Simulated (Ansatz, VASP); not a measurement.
Si3F2 in VASP and in Ansatz

File INCAR:

```
SYSTEM = Si3F2
PREC = Accurate ; ENCUT = 600
EDIFF = 1E-7 ; ISMEAR = -5
SIGMA = 0.1 ; LREAL = .FALSE.
LASPH = .TRUE. ; NELM = 120
ALGO = Normal ; ISIF = 3
LWAVE = .FALSE. ; LCHARG = .FALSE.
GGA = PE ; IBRION = 2
NSW = 100 ; EDIFFG = -0.01
GGA_COMPAT = .FALSE. ; NELMIN = 4
```

The input KPOINTS:

```
Automatic mesh
0
G
  12 12 4
  0 0 0
```

Contents of POSCAR:

```
Si3F2
1.0
    3.7400123925      0.0000000000      0.0000000000
   -1.8700061962      3.2389457424      0.0000000000
    0.0000000000      0.0000000000      9.8961878293
Si F
3 2
Direct
    0.0000000000      0.0000000000      0.0000000000
    0.3333333333      0.6666666667      0.5296503276
    0.6666666667      0.3333333333      0.4703496724
    0.3333333333      0.6666666667      0.0789514563
    0.6666666667      0.3333333333      0.9210485437
```

Input for Ansatz:

```yaml
crystal:
  lattice:
    - [3.7400123925, 0.0, 0.0]
    - [-1.8700061962, 3.2389457424, 0.0]
    - [0.0, 0.0, 9.8961878293]
  atoms:
    - { symbol: Si, position: [0.0, 0.0, 0.0] }
    - { symbol: Si, position: [0.3333333333, 0.6666666667, 0.5296503276] }
    - { symbol: Si, position: [0.6666666667, 0.3333333333, 0.4703496724] }
    - { symbol: F, position: [0.3333333333, 0.6666666667, 0.0789514563] }
    - { symbol: F, position: [0.6666666667, 0.3333333333, 0.9210485437] }
basis:
  ecutwfc: 420
kpoints:
  mp_grid: { grid: [12, 12, 4] }
hamiltonian:
  xc: pbe
scf:
  occupations: { method: tetrahedron }
  initial_density: { chi_scale: 0.0 }
output:
  forces: true
  eigenvalues: true
  stress: true
relax:
  adjacent_minimum: "off"
  f_tol: 0.01
  max_steps: 80
  cell: { stress_tol: 0.05 }
```

Alike in both runs: task relaxation of cell and atoms; functional PBE; k mesh 12 × 12 × 4; occupations tetrahedron; no spin polarisation.

```csv
,VASP,Ansatz
version,VASP 6.6.1,Ansatz 0.2.0
potentials or method,"VASP PAW PBE potentials, release 64 (Si, F), cutoff 600 eV","scalar-relativistic, plane waves, PAW"
valence electrons in the cell,26,26
```

|  | VASP | Ansatz | Ansatz less VASP |
| --- | --- | --- | --- |
| gap on the k mesh at the Fermi level, each at its own relaxed structure (eV) | none | none | - |
| relaxed volume (Å³/atom) | 22.81 | 23.98 | +1.169 |
| relaxed cell length with the largest relative difference (Å) | 9.420 | 9.896 | +0.4759 |

A gap of «none» marks a metal or a gap that the smearing closes. Ansatz's warnings: band table not solved further, forces under tetrahedra, tetrahedron derivatives may miss energy slope.
